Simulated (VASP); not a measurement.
Here is a VASP 6.6.1 calculation.

The input INCAR:

```
SYSTEM = AlN
  PREC = Accurate
  ENCUT = 520
  EDIFF = 1E-6
  ISMEAR = 0
  SIGMA = 0.05
  LREAL = .FALSE.
  LASPH = .TRUE.
  NELM = 80
  ALGO = Normal
  ISIF = 2
  LWAVE = .FALSE.
  LCHARG = .TRUE.
  GGA = PE
  LELF = .TRUE.
  LVHAR = .TRUE.
  NBANDS = 26
```

The input KPOINTS:

```
regular mesh
0
G
  8 6 4
  0 0 0
```

File POSCAR:

```
AlN
1.0
   -1.6567491617      2.8695737234      0.0000000000
    0.0000000000      0.0000000000      4.1874629526
    4.9702474850      2.8695737234      0.0000000000
Al N
4 4
Direct
    0.4290420040      0.7500000000      0.1937157020
    0.0000000000      0.7500000000      0.6666666667
    0.0000000000      0.2500000000      0.3333333333
    0.5000000000      0.2500000000      0.8333333333
    0.5000000000      0.2500000000      0.1666666667
    0.0000000000      0.2500000000      0.6666666667
    0.0000000000      0.7500000000      0.3333333333
    0.5000000000      0.7500000000      0.8333333333
```

Potentials or basis: VASP PAW PBE potentials, release 64 (Al, N).

Command:

```console
$ cat potpaw_PBE.64/Al/POTCAR potpaw_PBE.64/N/POTCAR > POTCAR
$ mpirun -np 1 vasp_std > vasp.out
```

(1) Predict the band gap on the k mesh.

(2) Predict the pressure.

(3) What does it give for the largest force?

## Answers

(1) 3.12 eV.

(2) 4.2 GPa.

(3) 8.365 eV/Å.

Caveat: the cell differs from its parent crystal (atom 1 (Al) moved by +0.252 Å along [1 0 0] and -0.126 Å along [1 2 0]); the cell stands under pressure; forces of over 1 eV/Å act on the atoms, so gaps and moduli don't describe the material at rest.
